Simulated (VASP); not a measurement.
# B (Fm-3m) in VASP: a series of runs

The runs below take B through single point, with PBE.

All numbers are computed with VASP 6.6.1; they aren't measurements. Logs are shortened: lines on timing, memory, paths and dates and some standing lists are left out, and cuts for length are marked.

## Step 1: The cell of the first run

The structure is cubic, space group Fm-3m (No. 225). Conventional cell: a = 3.783 Å, b = 3.783 Å, c = 3.783 Å, α = 90.00°, β = 90.00°, γ = 90.00°. B (site symmetry m-3m) has 12 B at 2.68 Å within 3.5 Å.

## Step 2: Single point, PBE (Tl replaced by B, lengths x 0.748, strained)

The input, INCAR:

```
SYSTEM = B
  PREC = Accurate
  ENCUT = 520
  EDIFF = 1E-6
  ISMEAR = 0
  SIGMA = 0.1
  LREAL = .FALSE.
  LASPH = .TRUE.
  NELM = 80
  ALGO = Normal
  ISIF = 2
  LWAVE = .FALSE.
  LCHARG = .FALSE.
  GGA = PE
  NBANDS = 8
```

The input, KPOINTS:

```
Automatic mesh
0
G
  18 18 18
  0 0 0
```

The input, POSCAR:

```
B
1.0
    0.0000000000      1.8917046811      1.8917046811
    1.8917046811      0.0000000000      1.8917046811
    1.8917046811      1.8917046811      0.0000000000
B
1
Direct
    0.0000000000      0.0000000000      0.0000000000
```

Potentials or basis: VASP PAW PBE potentials, release 64 (B).

Run with:

```
cat potpaw_PBE.64/B/POTCAR > POTCAR
mpirun -np 1 vasp_std > vasp.out
```

OUTCAR:

```text
SYSTEM = B
   PREC = Accurate
   ENCUT = 520
   EDIFF = 1E-6
   ISMEAR = 0
   LREAL = .FALSE.
   LASPH = .TRUE.
   NELM = 80
   ISIF = 2
   GGA = PE

 ion  position               nearest neighbor table
   1  0.000  0.000  0.000-

  LATTYP: Found a face centered cubic cell.
 ALAT       =     3.7834093622

  Lattice vectors:

 A1 = (   0.0000000000,   1.8917046811,   1.8917046811)
 A2 = (   1.8917046811,   0.0000000000,   1.8917046811)
 A3 = (   1.8917046811,   1.8917046811,   0.0000000000)

Analysis of symmetry for initial positions (statically):
=====================================================================
 Subroutine PRICEL returns:
 Original cell was already a primitive cell.

 Routine SETGRP: Setting up the symmetry group for a
 face centered cubic supercell.

 Subroutine GETGRP returns: Found 48 space group operations
 (whereof 48 operations were pure point group operations)
 out of a pool of 48 trial point group operations.

The static configuration has the point symmetry O_h .

Analysis of symmetry for dynamics (positions and initial velocities):
=====================================================================
 Subroutine PRICEL returns:
 Original cell was already a primitive cell.

 Routine SETGRP: Setting up the symmetry group for a
 face centered cubic supercell.

 Subroutine GETGRP returns: Found 48 space group operations
 (whereof 48 operations were pure point group operations)
 out of a pool of 48 trial point group operations.

The dynamic configuration has the point symmetry O_h .

 Subroutine INISYM returns: Found 48 space group operations
 (whereof 48 operations are pure point group operations),
 and found     1 'primitive' translations

----------------------------------------------------------------------------------------

                                     Primitive cell

  volume of cell :      13.5391

  direct lattice vectors                    reciprocal lattice vectors
     0.000000000  1.891704681  1.891704681    -0.264311869  0.264311869  0.264311869
     1.891704681  0.000000000  1.891704681     0.264311869 -0.264311869  0.264311869
     1.891704681  1.891704681  0.000000000     0.264311869  0.264311869 -0.264311869

  length of vectors
     2.675274416  2.675274416  2.675274416     0.457801586  0.457801586  0.457801586

  position of ions in fractional coordinates (direct lattice)
     0.000000000  0.000000000  0.000000000

  ion indices of the primitive-cell ions
   primitive index   ion index
                 1           1

----------------------------------------------------------------------------------------

 KPOINTS: Automatic mesh

Automatic generation of k-mesh.
 Grid dimensions read from file:
 generate k-points for:   18   18   18

 Generating k-lattice:

  Cartesian coordinates                     Fractional coordinates (reciprocal lattice)
    -0.014683993  0.014683993  0.014683993     0.055555556  0.000000000  0.000000000
     0.014683993 -0.014683993  0.014683993     0.000000000  0.055555556  0.000000000
     0.014683993  0.014683993 -0.014683993     0.000000000  0.000000000  0.055555556

  Length of vectors
     0.025433421  0.025433421  0.025433421

  Shift w.r.t. Gamma in fractional coordinates (k-lattice)
     0.000000000  0.000000000  0.000000000

 Subroutine IBZKPT returns following result:
 ===========================================

 Found    195 irreducible k-points:

 Following reciprocal coordinates:
            Coordinates               Weight
  0.000000  0.000000  0.000000      1.000000
  0.055556  0.000000  0.000000      8.000000
  0.111111  0.000000  0.000000      8.000000
  0.166667  0.000000  0.000000      8.000000
  0.222222  0.000000  0.000000      8.000000
  0.277778  0.000000  0.000000      8.000000
[... 16 lines left out ...]
 -0.277778  0.055556  0.000000     24.000000
 -0.222222  0.055556  0.000000     24.000000
 [... further k-points ...]
   k-points           NKPTS =    195   k-points in BZ     NKDIM =    195   number of bands    NBANDS=      8
   number of dos      NEDOS =    301   number of ions     NIONS =      1
   total plane-waves  NPLWV =   8000
   dimension x,y,z NGX =    20 NGY =   20 NGZ =   20
   dimension x,y,z NGXF=    40 NGYF=   40 NGZF=   40
   ions per type =               1
   NGX,Y,Z   is equivalent  to a cutoff of  12.43, 12.43, 12.43 a.u.
   NGXF,Y,Z  is equivalent  to a cutoff of  24.86, 24.86, 24.86 a.u.
 SYSTEM =  B
   PREC   = accura    normal or accurate (medium, high low for compatibility)
   ISTART =      0    job   : 0-new  1-cont  2-samecut
   ICHARG =      2    charge: 1-file 2-atom 10-const
   ISPIN  =      1    spin polarized calculation?
   LNONCOLLINEAR =      F non collinear calculations
   LSORBIT =      F    spin-orbit coupling
   LASPH  =      T    aspherical Exc in radial PAW
   ENCUT  =  520.0 eV  38.22 Ry    6.18 a.u.   4.97  4.97  4.97*2*pi/ulx,y,z
   NELM   =     80;   NELMIN=  2; NELMDL= -5     # of ELM steps
   EDIFF  = 0.1E-05   stopping-criterion for ELM
   LREAL  =      F    real-space projection
   EDIFFG = 0.1E-04   stopping-criterion for IOM
   NSW    =      0    number of steps for IOM
   IBRION =     -1    ionic relax: 0-MD 1-quasi-New 2-CG
   NFREE  =      0    steps in history (QN), initial steepest desc. (CG)
   ISIF   =      2    stress and relaxation
   ISYM   =      2    0-nonsym 1-usesym 2-fastsym
   POTIM  = 0.5000    time-step for ionic-motion
   TEBEG  =    0.0;   TEEND  =   0.0 temperature during run
   PSTRESS=    0.0 pullay stress
   NELECT =       3.0000    total number of electrons
   NUPDOWN=      -1.0000    fix difference up-down
   EMIN   =  10.00;   EMAX   =-10.00  energy-range for DOS
   EFERMI =   0.00;   METHOD = LEGACY
   ISMEAR =     0;   SIGMA  =   0.10  broadening in eV -4-tet -1-fermi 0-gaus
   EFERMI_NEDOS =   21; number of points for ismear=-14 and -15
   IALGO  =     38    algorithm
   IMIX   =      4    mixing-type and parameters
     AMIX     =   0.40;   BMIX     =  1.00
     AMIX_MAG =   1.60;   BMIX_MAG =  1.00
  volume/ion in A,a.u.               =      13.54        91.37
  Fermi-wavevector in a.u.,A,eV,Ry     =   0.990646  1.872050 13.352484  0.981380
  Thomas-Fermi vector in A             =   2.122331
   LORBIT       =      0    0 simple, 1 ext, 2 COOP (PROOUT), +10 PAW based schemes
   GGA     = PE    functional components
   LHFCALC =     F    Hartree Fock is set to
   AEXX    =    0.0000 exact exchange contribution
   IVDW    =     0    specifies the selected vdW correction
   LEPSILON=     F    determine dielectric tensor
   LRPA    =     F    only Hartree local field effects (RPA)
 non-spin polarized calculation
 Gauss-broadening in eV      SIGMA  =   0.10
  energy-cutoff  :      520.00
  volume of cell :       13.54
 maximum number of plane-waves:       375
   NGX =  9   NGY =  9   NGZ =  9

 number of electron       3.0000000 magnetization

 Free energy of the ion-electron system (eV)
  ---------------------------------------------------
  ext. energy  EPLUGINS =         0.00000000
  ---------------------------------------------------
  free energy    TOTEN  =        -3.54348337 eV

  energy without entropy =       -3.54108243  energy(sigma->0) =       -3.54228290

 E-fermi :   2.1836     XC(G=0):  -9.7776

 val. band max:        2.1761490986   @ k =  -0.3333   0.3333   0.0000
 cond. band min:       2.1884480937   @ k =  -0.3889   0.3889   0.1667
 fundamental gap:      0.0122989951
 Fermi energy:         2.1835742875

 k-point     1 :       0.0000    0.0000    0.0000
  band No.  band energies     occupation
      1      -8.6107      2.00000
      2       9.8856      0.00000
      3       9.8856      0.00000
      4       9.8856      0.00000
      5      23.5753      0.00000
      6      23.5753      0.00000
      7      23.5753      0.00000
      8      24.5893      0.00000

 k-point     2 :       0.0556    0.0000    0.0000
  band No.  band energies     occupation
      1      -8.5280      2.00000
      2       9.6068      0.00000
      3       9.8383      0.00000
      4       9.8383      0.00000
      5      22.7739      0.00000
      6      23.7049      0.00000
      7      23.7049      0.00000
      8      24.5693      0.00000

 k-point     3 :       0.1111    0.0000    0.0000
  band No.  band energies     occupation
      1      -8.2798      2.00000
      2       8.8023      0.00000
      3       9.7068      0.00000
      4       9.7068      0.00000
      5      21.6733      0.00000
      6      24.0212      0.00000
      7      24.0212      0.00000
      8      24.5017      0.00000

 k-point     4 :       0.1667    0.0000    0.0000
  band No.  band energies     occupation
      1      -7.8670      2.00000
      2       7.5708      0.00000
      3       9.5181      0.00000
      4       9.5181      0.00000
      5      20.8901      0.00000
      6      24.2583      0.00000
      7      24.2583      0.00000
      8      24.3675      0.00000

 k-point     5 :       0.2222    0.0000    0.0000
  band No.  band energies     occupation
      1      -7.2906      2.00000
      2       6.0550      0.00000
      3       9.3049      0.00000
      4       9.3049      0.00000
      5      20.4308      0.00000
      6      24.0489      0.00000
      7      24.0489      0.00000
      8      24.1497      0.00000

 k-point     6 :       0.2778    0.0000    0.0000
  band No.  band energies     occupation
      1      -6.5527      2.00000
      2       4.3947      0.00000
      3       9.0966      0.00000
      4       9.0966      0.00000
      5      20.2082      0.00000
      6      23.4668      0.00000
      7      23.4668      0.00000
      8      23.8555      0.00000

 k-point     7 :       0.3333    0.0000    0.0000
  band No.  band energies     occupation
      1      -5.6563      2.00000
      2       2.6974      0.00000
      3       8.9159      0.00000
      4       8.9159      0.00000
      5      20.1349      0.00000
      6      22.8344      0.00000
      7      22.8344      0.00000
      8      23.5271      0.00000

 k-point     8 :       0.3889    0.0000    0.0000
  band No.  band energies     occupation
      1      -4.6069      2.00000
      2       1.0368      2.00000
      3       8.7782      0.00000
      4       8.7782      0.00000
      5      20.1406      0.00000
      6      22.3227      0.00000
      7      22.3227      0.00000
      8      23.2269      0.00000

 k-point     9 :       0.4444    0.0000    0.0000
  band No.  band energies     occupation
      1      -3.4178      2.00000
      2      -0.5330      2.00000
      3       8.6925      0.00000
      4       8.6925      0.00000
      5      20.1708      0.00000
      6      21.9986      0.00000
      7      21.9986      0.00000
      8      23.0160      0.00000

 k-point    10 :       0.5000    0.0000    0.0000
  band No.  band energies     occupation
      1      -2.3401      2.00000
      2      -1.7398      2.00000
      3       8.6634      0.00000
      4       8.6634      0.00000
      5      20.1859      0.00000
      6      21.8881      0.00000
      7      21.8881      0.00000
      8      22.9399      0.00000
[... 78 lines left out ...]
 k-point    18 :       0.4444    0.0556    0.0000
  band No.  band energies     occupation
      1      -3.7580      2.00000
      2       0.0432      2.00000
      3       8.5033      0.00000
      4       8.5684      0.00000
      5      20.1589      0.00000
      6      20.7826      0.00000
      7      22.4436      0.00000
      8      24.4355      0.00000

 k-point    19 :       0.5000    0.0556    0.0000
  band No.  band energies     occupation
      1      -2.5251      2.00000
      2      -1.4028      2.00000
      3       8.4249      0.00000
      4       8.5421      0.00000
      5      20.2536      0.00000
      6      20.6156      0.00000
      7      22.1686      0.00000
      8      24.3689      0.00000

 k-point    20 :      -0.4444    0.0556    0.0000
  band No.  band energies     occupation
      1      -2.9313      2.00000
      2      -0.9536      2.00000
      3       8.3406      0.00000
      4       8.6445      0.00000
      5      20.3380      0.00000
      6      20.6408      0.00000
      7      22.1053      0.00000
      8      24.4023      0.00000

 k-point    21 :      -0.3889    0.0556    0.0000
  band No.  band energies     occupation
      1      -4.1544      2.00000
      2       0.5664      2.00000
      3       8.3232      0.00000
      4       8.8017      0.00000
      5      20.2990      0.00000
      6      20.9683      0.00000
      7      22.2639      0.00000
      8      24.5220      0.00000

 k-point    22 :      -0.3333    0.0556    0.0000
  band No.  band energies     occupation
      1      -5.2516      2.00000
      2       2.1980      0.83824
      3       8.3769      0.00000
      4       9.0011      0.00000
      5      20.2417      0.00000
      6      21.4982      0.00000
      7      22.6409      0.00000
      8      24.6788      0.00000

 k-point    23 :      -0.2778    0.0556    0.0000
  band No.  band energies     occupation
      1      -6.1990      2.00000
      2       3.8831      0.00000
      3       8.5013      0.00000
      4       9.2260      0.00000
      5      20.2305      0.00000
      6      22.1711      0.00000
      7      23.2097      0.00000
      8      24.8025      0.00000

 k-point    24 :      -0.2222    0.0556    0.0000
  band No.  band energies     occupation
      1      -6.9896      2.00000
      2       5.5548      0.00000
      3       8.6900      0.00000
      4       9.4546      0.00000
      5      20.3247      0.00000
      6      22.9201      0.00000
      7      23.8748      0.00000
      8      24.8282      0.00000

 [... further k-points ...]
[... 5 lines left out ...]
  --------------------------------------------------------------------------------------
  -------------------------------------------------------------------------------------
  Total       -2.6688763     -2.6688763     -2.6688763      0.0000000     -0.0000000     -0.0000000
  in kB     -315.8268231   -315.8268231   -315.8268231      0.0000000     -0.0000000     -0.0000000
  external PRESSURE =    -315.8268231 kB  Pullay stress =       0.0000000 kB

 VOLUME and BASIS-vectors are now :
 -----------------------------------------------------------------------------
  energy-cutoff  :      520.00
  volume of cell :       13.54
      direct lattice vectors                 reciprocal lattice vectors
     0.000000000  1.891704681  1.891704681    -0.264311869  0.264311869  0.264311869
     1.891704681  0.000000000  1.891704681     0.264311869 -0.264311869  0.264311869
     1.891704681  1.891704681  0.000000000     0.264311869  0.264311869 -0.264311869

 POSITION                                       TOTAL-FORCE (eV/Angst)
 -----------------------------------------------------------------------------------
      0.00000      0.00000      0.00000         0.000000      0.000000      0.000000
 -----------------------------------------------------------------------------------
    total drift:                                0.000000      0.000000     -0.000000

  FREE ENERGIE OF THE ION-ELECTRON SYSTEM (eV)
  ---------------------------------------------------
  free  energy   TOTEN  =        -3.5434833666 eV

  energy  without entropy=       -3.5410824261  energy(sigma->0) =       -3.54228290
```

Wall time 5.1 s (1 thread of Intel Xeon 6975P-C (Granite Rapids), shared host); peak memory 0.12 GiB.

What came out:

- Free energy: -3.5435 eV
- Pressure: -31.6 GPa

Levels at points of the mesh, in eV from the Fermi level:
```
           k point  band 1  band 2  band 3  band 4
(0.00, 0.00, 0.00)  -10.79    7.70    7.70    7.70
(0.50, 0.00, 0.00)   -4.52   -3.92    6.48    6.48
(0.50, 0.50, 0.00)   -2.63   -1.88    3.63    3.63
```

Caveat: the cell differs from its parent crystal (Tl replaced by B, lengths x 0.748, strained).

## Step 3: Single point, PBE (Tl replaced by B, lengths x 0.748, strained)

The input, INCAR:

```
PREC = Accurate
ENCUT = 500
EDIFF = 1E-6
ISMEAR = 0
SIGMA = 0.1
LREAL = F
LASPH = T
NELM = 120
ALGO = Normal
ISIF = 2
LWAVE = F
LCHARG = T
GGA = PE
LELF = T
LVHAR = T
NBANDS = 8
GGA_COMPAT = F
```

The input, KPOINTS:

```
Automatic mesh
0
Gamma
  8 8 8
```

POSCAR is that of step 2.

Potentials or basis: VASP PAW PBE potentials, release 64 (B).

Run with:

```
cat potpaw_PBE.64/B/POTCAR > POTCAR
mpirun -np 1 vasp_std > vasp.out
```

OUTCAR:

```text
PREC = Accurate
   ENCUT = 500
   EDIFF = 1E-6
   ISMEAR = 0
   LREAL = F
   LASPH = T
   NELM = 120
   ISIF = 2
   GGA = PE

 ion  position               nearest neighbor table
   1  0.000  0.000  0.000-

  LATTYP: Found a face centered cubic cell.
 ALAT       =     3.7834093622

  Lattice vectors:

 A1 = (   0.0000000000,   1.8917046811,   1.8917046811)
 A2 = (   1.8917046811,   0.0000000000,   1.8917046811)
 A3 = (   1.8917046811,   1.8917046811,   0.0000000000)

Analysis of symmetry for initial positions (statically):
[... 432 lines left out ...]
  band No.  band energies     occupation
      1      -1.3868      2.00000
      2      -0.6249      2.00000
      3       5.6652      0.00000
      4       7.0279      0.00000
      5      17.4069      0.00000
      6      21.3266      0.00000
      7      24.9113      0.00000
      8      25.2159      0.00000

 [... further k-points ...]
[... 5 lines left out ...]
  --------------------------------------------------------------------------------------
  -------------------------------------------------------------------------------------
  Total       -2.6383712     -2.6383712     -2.6383712      0.0000000      0.0000000      0.0000000
  in kB     -312.2169405   -312.2169405   -312.2169405      0.0000000      0.0000000      0.0000000
  external PRESSURE =    -312.2169405 kB  Pullay stress =       0.0000000 kB

 VOLUME and BASIS-vectors are now :
 -----------------------------------------------------------------------------
  energy-cutoff  :      500.00
  volume of cell :       13.54
      direct lattice vectors                 reciprocal lattice vectors
     0.000000000  1.891704681  1.891704681    -0.264311869  0.264311869  0.264311869
     1.891704681  0.000000000  1.891704681     0.264311869 -0.264311869  0.264311869
     1.891704681  1.891704681  0.000000000     0.264311869  0.264311869 -0.264311869

 POSITION                                       TOTAL-FORCE (eV/Angst)
 -----------------------------------------------------------------------------------
      0.00000      0.00000      0.00000         0.000000      0.000000     -0.000000
 -----------------------------------------------------------------------------------
    total drift:                               -0.000000      0.000000     -0.000000

  FREE ENERGIE OF THE ION-ELECTRON SYSTEM (eV)
  ---------------------------------------------------
  free  energy   TOTEN  =        -3.5175030675 eV

  energy  without entropy=       -3.5153793365  energy(sigma->0) =       -3.51644120
```

stdout:

```text
POSCAR found type information on POSCAR B
 POSCAR found :  1 types and       1 ions
 scaLAPACK will be used
 LDA part: xc-table for (Slater+PW92), standard interpolation
 POSCAR, INCAR and KPOINTS ok, starting setup
 FFT: planning ... GRIDC
 FFT: planning ... GRID_SOFT
 FFT: planning ... GRID
 WAVECAR not read
 entering main loop
```

Run time: 2.5 s. Hardware: 1 thread of Intel Xeon Platinum 8488C (Sapphire Rapids), shared host; peak memory 0.11 GiB.

Results:

* Free energy: -3.5175 eV
* Pressure: -31.2 GPa

Levels at points of the mesh, in eV from the Fermi level:
```tsv
k point	band 1	band 2	band 3	band 4
(0.00, 0.00, 0.00)	-10.82	7.68	7.68	7.68
(0.50, 0.00, 0.00)	-4.55	-3.95	6.45	6.45
(0.50, 0.50, 0.00)	-2.66	-1.91	3.60	3.60
```

Caveat: the cell differs from its parent crystal (Tl replaced by B, lengths x 0.748, strained).
